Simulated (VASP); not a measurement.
# BN (P6_3/mmc) in VASP: notebook, part 2 of 2

VASP 6.6.1.

## 3. Relaxation of cell and atoms, BLYP+D4

File INCAR:

```
SYSTEM = BN
  AGGAC = 1.0
  AGGAX = 1.0
  ALDAC = 0.0
  ALDAX = 1.0
  ALGO = Normal
  EDIFF = 1E-6
  EDIFFG = -0.01
  ENCUT = 600
  GGA = B5
  IBRION = 2
  ISIF = 3
  ISMEAR = -1
  IVDW = 13
  LASPH = .True.
  LCHARG = .False.
  LREAL = .False.
  LWAVE = .False.
  NELM = 80
  NSW = 60
  PREC = Accurate
  SIGMA = 0.05
  VDW_A1 = 0.44488865
  VDW_A2 = 4.0933009
  VDW_S6 = 1.0
  VDW_S8 = 2.34076671
```

File KPOINTS:

```
k-points
0
Gamma
  12 12 4
  0 0 0
```

File POSCAR:

```
BN
1.0
    2.4982400000      0.0000000000      0.0000000000
   -1.2491200000      2.1635393048      0.0000000000
    0.0000000000      0.0000000000      6.6357000000
N B
2 2
Direct
    0.6666666667      0.3333333333      0.2500000000
    0.3333333333      0.6666666667      0.7500000000
    0.6666666667      0.3333333333      0.7500000000
    0.3333333333      0.6666666667      0.2500000000
```

Potentials or basis: VASP PAW PBE potentials, release 64 (N, B).

Command:

```console
$ cat potpaw_PBE.64/N/POTCAR potpaw_PBE.64/B/POTCAR > POTCAR
$ mpirun -np 1 vasp_std > vasp.out
```

OUTCAR:

```text
SYSTEM = BN
   EDIFF = 1E-6
   EDIFFG = -0.01
   ENCUT = 600
   GGA = B5
   IBRION = 2
   ISIF = 3
   ISMEAR = -1
   IVDW = 13
   LASPH = .True.
   LREAL = .False.
   NELM = 80
   NSW = 60
   PREC = Accurate

 ion  position               nearest neighbor table
   1  0.667  0.333  0.250-   4 1.44   4 1.44   4 1.44
   2  0.333  0.667  0.750-   3 1.44   3 1.44   3 1.44
   3  0.667  0.333  0.750-   2 1.44   2 1.44   2 1.44
   4  0.333  0.667  0.250-   1 1.44   1 1.44   1 1.44

  LATTYP: Found a hexagonal cell.
 ALAT       =     2.4982400000
 C/A-ratio  =     2.6561499296

  Lattice vectors:

 A1 = (   2.4982400000,   0.0000000000,   0.0000000000)
 A2 = (  -1.2491200000,   2.1635393048,   0.0000000000)
 A3 = (   0.0000000000,   0.0000000000,   6.6357000000)

Analysis of symmetry for initial positions (statically):
=====================================================================
 Subroutine PRICEL returns:
 Original cell was already a primitive cell.

 Routine SETGRP: Setting up the symmetry group for a
 hexagonal supercell.

 Subroutine GETGRP returns: Found 24 space group operations
 (whereof 12 operations were pure point group operations)
 out of a pool of 24 trial point group operations.

The static configuration has the point symmetry D_3d.
 The point group associated with its full space group is D_6h.

Analysis of symmetry for dynamics (positions and initial velocities):
=====================================================================
 Subroutine PRICEL returns:
 Original cell was already a primitive cell.

 Routine SETGRP: Setting up the symmetry group for a
 hexagonal supercell.

 Subroutine GETGRP returns: Found 24 space group operations
 (whereof 12 operations were pure point group operations)
 out of a pool of 24 trial point group operations.

The dynamic configuration has the point symmetry D_3d.
 The point group associated with its full space group is D_6h.

 Subroutine INISYM returns: Found 24 space group operations
 (whereof 12 operations are pure point group operations),
 and found     1 'primitive' translations

----------------------------------------------------------------------------------------

                                     Primitive cell

[... 111 lines left out ...]
   IALGO  =     38    algorithm
   IMIX   =      4    mixing-type and parameters
     AMIX     =   0.40;   BMIX     =  1.00
     AMIX_MAG =   1.60;   BMIX_MAG =  1.00
  volume/ion in A,a.u.               =       8.97        60.51
  Fermi-wavevector in a.u.,A,eV,Ry     =   1.250891  2.363842 21.289433  1.564729
  Thomas-Fermi vector in A             =   2.384864
   LORBIT       =      0    0 simple, 1 ext, 2 COOP (PROOUT), +10 PAW based schemes
   GGA     = B5    functional components
   LHFCALC =     F    Hartree Fock is set to
   AEXX    =    0.0000 exact exchange contribution
   IVDW    =    13    specifies the selected vdW correction
   LEPSILON=     F    determine dielectric tensor
   LRPA    =     F    only Hartree local field effects (RPA)
 conjugate gradient relaxation of ions
 non-spin polarized calculation
  energy-cutoff  :      600.00
  volume of cell :       35.87
 maximum number of plane-waves:      1224
 NGX is ok and might be reduce to    20
   NGX =  9   NGY =  9   NGZ = 27

--------------------------------------- Ionic step        1  -------------------------------------------

 number of electron      15.9999998 magnetization

 Free energy of the ion-electron system (eV)
  ---------------------------------------------------
  ext. energy  EPLUGINS =         0.00000000
  ---------------------------------------------------
  free energy    TOTEN  =       -33.63672759 eV

  energy without entropy =      -33.63672759  energy(sigma->0) =      -33.63672759

------------------------ aborting loop because EDIFF is reached ----------------------------------------

  DFT-D4 for vdW energy calculation

  Edisp (eV):   -1.21065
[... 243 lines left out ...]
--------------------------------------- Ionic step        7  -------------------------------------------

 number of electron      16.0000001 magnetization

 Free energy of the ion-electron system (eV)
  ---------------------------------------------------
  ext. energy  EPLUGINS =         0.00000000
  ---------------------------------------------------
  free energy    TOTEN  =       -33.58061034 eV

  energy without entropy =      -33.58061034  energy(sigma->0) =      -33.58061034

 E-fermi :   4.1451     XC(G=0):  -9.8906

 val. band max:        3.1139901196   @ k =   0.3333   0.2500   0.0000
 cond. band min:       7.3578518943   @ k =   0.5000   0.0000   0.0000
 fundamental gap:      4.2438617746
 Fermi energy:         4.1451379932

 k-point     1 :       0.0000    0.0000    0.0000
  band No.  band energies     occupation
      1     -14.7026      2.00000
      2     -14.2722      2.00000
      3      -3.3227      2.00000
      4      -0.6331      2.00000
      5       1.6256      2.00000
      6       1.6256      2.00000
      7       1.6864      2.00000
      8       1.6864      2.00000
      9       8.8000      0.00000
     10      14.0011      0.00000
     11      14.6277      0.00000
     12      14.6277      0.00000
[... 331 lines left out ...]
 k-point    24 :       0.3333    0.0000    0.2500
  band No.  band energies     occupation
      1     -12.6827      2.00000
      2     -12.4627      2.00000
      3      -3.8130      2.00000
      4      -3.7204      2.00000
      5      -0.5766      2.00000
      6      -0.5076      2.00000
      7      -0.2327      2.00000
      8       1.3102      2.00000
      9       9.8817      0.00000
     10      10.6779      0.00000
     11      12.3899      0.00000
     12      13.4085      0.00000

 [... further k-points ...]

------------------------ aborting loop because EDIFF is reached ----------------------------------------

  DFT-D4 for vdW energy calculation

  Edisp (eV):   -1.28362
[... 27 lines left out ...]
  FREE ENERGIE OF THE ION-ELECTRON SYSTEM (eV)
  ---------------------------------------------------
  free  energy   TOTEN  =       -34.8642257485 eV

  energy  without entropy=      -34.8642257484  energy(sigma->0) =      -34.86422575

 reached required accuracy - stopping structural energy minimisation
```

Wall time 79 s (1 thread of Intel Xeon 6975P-C (Granite Rapids), shared host); peak memory 0.17 GiB.

Results:

```yaml
Free_energy: -34.8642 eV
Relaxed_volume: 8.57 Å³/atom
Relaxed_cell: a = 2.506 Å, b = 2.506 Å, c = 6.305 Å, α = 90.00°, β = 90.00°, γ = 120.00°
Space_group_after_relaxing_to_0.05_Å: P6_3/mmc (No. 194)
Energy_gained_by_relaxing: 4.2 meV/atom
Ionic_steps: 7
Pressure_after_relaxing: -0.1 GPa
Band_gap_on_the_k_mesh: 4.24 eV, indirect (least direct gap 4.59 eV)
Dispersion_energy_per_atom: -0.321 eV
```

The path:
```csv
step,energy change (eV),largest force (eV/Å),pressure (GPa),volume (Å³)
1,0.0000,0.0000,1.65,35.87
2,0.0043,0.0000,-5.13,36.34
3,-0.0038,0.0000,-1.15,36.06
4,-0.0065,0.0000,-1.05,35.84
5,-0.0131,0.0000,-0.69,35.17
6,-0.0160,0.0000,0.26,33.83
7,-0.0169,0.0000,-0.12,34.29
```

Final structure:
```
N B
1.0
     2.50614    0.00000    0.00000
    -1.25307    2.17038    0.00000
     0.00000    0.00000    6.30458
N B
2 2
Direct
  0.66667 0.33333 0.25000
  0.33333 0.66667 0.75000
  0.66667 0.33333 0.75000
  0.33333 0.66667 0.25000
```

Caveat: the PAW data sets were made with another functional, which shifts forces and pressure a little.

## 4. Relaxation of cell and atoms, revPBE+D3(BJ)

File INCAR:

```
PREC     = Accurate       # precision mode
ENCUT    = 600            # plane-wave cutoff, eV
EDIFF    = 1E-6           # SCF threshold, eV
ISMEAR   = -1             # smearing method
SIGMA    = 0.05           # smearing width, eV
LREAL    = F              # projectors in reciprocal space
LASPH    = T              # aspherical terms in the spheres
NELM     = 100            # most SCF steps
ALGO     = Normal         # electronic algorithm
ISIF     = 3              # what is computed and relaxed
LWAVE    = F              # write WAVECAR
LCHARG   = F              # write CHGCAR
GGA      = RE             # functional
IVDW     = 12             # dispersion correction
IBRION   = 2              # ionic algorithm
NSW      = 60             # ionic steps
EDIFFG   = -0.01          # ionic threshold
```

File KPOINTS:

```
Automatic mesh
0
Gamma
  12 12 4
```

POSCAR is that of step 3.

Command:

```console
$ cat potpaw_PBE.64/N/POTCAR potpaw_PBE.64/B/POTCAR > POTCAR
$ mpirun -np 1 vasp_std > vasp.out
```

Run time: 63 s. Hardware: 1 thread of Intel Xeon 6975P-C (Granite Rapids), shared host; peak memory 0.18 GiB.

It converged, with:

```yaml
Free_energy: -35.0797 eV
Relaxed_volume: 8.50 Å³/atom
Relaxed_cell: a = 2.508 Å, b = 2.508 Å, c = 6.243 Å, α = 90.00°, β = 90.00°, γ = 120.00°
Space_group_after_relaxing_to_0.05_Å: P6_3/mmc (No. 194)
Energy_gained_by_relaxing: 5.0 meV/atom
Ionic_steps: 10
Pressure_after_relaxing: 0.0 GPa
Band_gap_on_the_k_mesh: 4.21 eV, indirect (least direct gap 4.55 eV)
Dispersion_energy_per_atom: -0.305 eV
```

Step by step:
| step | energy change (eV) | largest force (eV/Å) | pressure (GPa) | volume (Å³) |
| --- | --- | --- | --- | --- |
| 1 | 0.0000 | 0.0000 | 2.51 | 35.87 |
| 2 | 0.0100 | 0.0000 | -6.43 | 36.60 |
| 3 | -0.0055 | 0.0000 | -0.94 | 36.14 |
| 4 | -0.0077 | 0.0000 | -0.90 | 35.95 |
| 5 | -0.0133 | 0.0000 | -0.76 | 35.40 |
| 6 | -0.0196 | 0.0000 | -0.34 | 34.30 |
| 7 | -0.0198 | 0.0000 | -0.17 | 33.97 |
| 8 | -0.0199 | 0.0000 | -0.21 | 34.04 |
| 9 | -0.0190 | 0.0000 | 1.45 | 33.90 |
| 10 | -0.0199 | 0.0000 | 0.00 | 34.02 |

Final structure:
```
N B
1.0
     2.50842    0.00000    0.00000
    -1.25421    2.17236    0.00000
     0.00000    0.00000    6.24305
N B
2 2
Cartesian
  1.2542 0.7241 1.5608
  0.0000 1.4482 4.6823
  1.2542 0.7241 4.6823
  0.0000 1.4482 1.5608
```

Levels at points of the mesh, in eV from the valence-band top:
```csv
k point,band 4,band 5,band 6,band 7,band 8,band 9,band 10,band 11,band 12
"(0.00, 0.00, 0.00)",-3.71,-1.39,-1.39,-1.32,-1.32,5.80,11.07,11.44,11.44
"(0.50, 0.00, 0.00)",-8.87,-4.20,-4.09,-1.70,-0.34,4.21,5.93,9.53,9.78
"(0.00, 0.00, 0.50)",-5.28,-1.36,-1.36,-1.36,-1.36,8.46,8.46,11.54,11.54
"(0.50, 0.00, 0.50)",-8.93,-4.15,-4.15,-0.97,-0.97,4.73,4.73,9.86,9.86
```

Caveat: the PAW data sets were made with another functional, which shifts forces and pressure a little. revPBE gaps usually lie below the measured ones, often by a third to a half.

## 5. Relaxation of cell and atoms, revPBE+D4

File INCAR:

```
PREC = Accurate
ENCUT = 600
EDIFF = 1E-7
ISMEAR = -1
SIGMA = 0.05
LREAL = F
LASPH = T
NELM = 80
ALGO = Normal
ISIF = 3
LWAVE = F
LCHARG = F
GGA = RE
IVDW = 13
IBRION = 2
NSW = 60
EDIFFG = -0.01
```

File KPOINTS:

```
regular mesh
0
Gamma
  12 12 4
```

POSCAR is that of step 4.

Command:

```console
$ cat potpaw_PBE.64/N/POTCAR potpaw_PBE.64/B/POTCAR > POTCAR
$ mpirun -np 1 vasp_std > vasp.out
```

Run time: 80 s. Hardware: 1 thread of Intel Xeon 6975P-C (Granite Rapids), shared host; peak memory 0.17 GiB.

Results (log left out):

| Quantity | Value |
| --- | --- |
| Free energy | -35.3659 eV |
| Relaxed volume | 8.26 Å³/atom |
| Relaxed cell | a = 2.508 Å, b = 2.508 Å, c = 6.064 Å, α = 90.00°, β = 90.00°, γ = 120.00° |
| Space group after relaxing (to 0.05 Å) | P6_3/mmc (No. 194) |
| Energy gained by relaxing | 9.8 meV/atom |
| Ionic steps | 10 |
| Pressure after relaxing | 0.0 GPa |
| Band gap on the k mesh | 4.17 eV, indirect (least direct gap 4.46 eV) |
| Dispersion energy per atom | -0.389 eV |

Step by step:
```
step  energy change (eV)  largest force (eV/Å)  pressure (GPa)  volume (Å³)
   1              0.0000                0.0000            2.12        35.87
   2              0.0070                0.0000           -6.67        36.48
   3             -0.0063                0.0000           -1.56        36.12
   4             -0.0114                0.0000           -1.50        35.82
   5             -0.0250                0.0000           -1.28        34.92
   6             -0.0393                0.0000           -0.46        33.13
   7             -0.0393                0.0000           -0.37        33.00
   8             -0.0393                0.0000           -0.41        33.06
   9             -0.0368                0.0000            2.54        32.85
  10             -0.0394                0.0000           -0.01        33.03
```

Final structure:
```
N B
1.0
     2.50796    0.00000    0.00000
    -1.25398    2.17196    0.00000
     0.00000    0.00000    6.06392
N B
2 2
Direct
  0.66667 0.33333 0.25000
  0.33333 0.66667 0.75000
  0.66667 0.33333 0.75000
  0.33333 0.66667 0.25000
```

Levels at points of the mesh, in eV from the valence-band top:
| k point | band 6 | band 7 | band 8 | band 9 | band 10 | band 11 |
| --- | --- | --- | --- | --- | --- | --- |
| (0.00, 0.00, 0.00) | -1.42 | -1.33 | -1.33 | 6.01 | 11.35 | 11.39 |
| (0.50, 0.00, 0.00) | -4.09 | -1.86 | -0.29 | 4.17 | 6.09 | 9.56 |
| (0.00, 0.00, 0.50) | -1.37 | -1.37 | -1.37 | 8.82 | 8.82 | 11.52 |
| (0.50, 0.00, 0.50) | -4.17 | -1.00 | -1.00 | 4.70 | 4.70 | 9.86 |

Caveat: the PAW data sets were made with another functional, which shifts forces and pressure a little. A k mesh can miss the band edges.

## 6. Summary

```tsv
level	gap on the mesh (eV)	pressure (GPa)	relaxed volume (Å³/atom)
BLYP+D3(BJ)	4.26	-0.1	8.65
BLYP+D4	4.24	-0.1	8.57
revPBE+D3(BJ)	4.21	0.0	8.50
revPBE+D4	4.17	0.0	8.26
```

Alike in all rows: task relaxation of cell and atoms; potentials or basis VASP PAW PBE potentials, release 64 (N, B); no spin polarisation; cell relaxed; k mesh 12 × 12 × 4; cutoff (eV) 600; smearing fermi-dirac 0.05 eV.

Caveats: the PAW data sets were made with another functional, which shifts forces and pressure a little.

Absolute energies hang on the potentials; compare differences alone.
